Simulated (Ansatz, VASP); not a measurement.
Be3Se4 in VASP and in Ansatz

```
Be Se
1.0
     9.73302    0.00000    0.00000
    -4.86651    8.42904    0.00000
     0.00000    0.00000    3.64248
Be Se
6 8
Direct
  0.40120 0.17813 0.75000
  0.77693 0.59880 0.75000
  0.82187 0.22307 0.75000
  0.22307 0.40120 0.25000
  0.17813 0.77693 0.25000
  0.59880 0.82187 0.25000
  0.66667 0.33333 0.75000
  0.30386 0.34012 0.75000
  0.65988 0.96375 0.75000
  0.03625 0.69614 0.75000
  0.33333 0.66667 0.25000
  0.96375 0.30386 0.25000
  0.34012 0.03625 0.25000
  0.69614 0.65988 0.25000
```

Alike in both runs: functional PBE; k mesh 2 × 2 × 5; occupations gaussian, width 0.2 eV; no spin polarisation.

Ansatz relaxed the structure, and its values are those at the end. VASP's run is a single point on that final structure, the one shown.

|  | VASP | Ansatz |
| --- | --- | --- |
| version | VASP 6.6.1 | Ansatz 0.2.0 |
| potentials or method | VASP PAW PBE potentials, release 64 (Be, Se), cutoff 520 eV | scalar-relativistic, plane waves, PAW |
| valence electrons in the cell | 60 | 140 |

```tsv
	VASP	Ansatz	Ansatz less VASP
gap on the k mesh at the Fermi level (eV)	none	none	-
pressure (GPa)	0.1	0.0	-0.12
rms of the force components (eV/Å)	0.006	0.007	+0.0002
```

A gap of «none» marks a metal or a gap that the smearing closes. VASP's potentials hold 60 valence electrons a cell and Ansatz's 140, so a difference there can come from the potentials and not from the codes.

The k mesh is coarse, so the values compare programs but aren't converged.
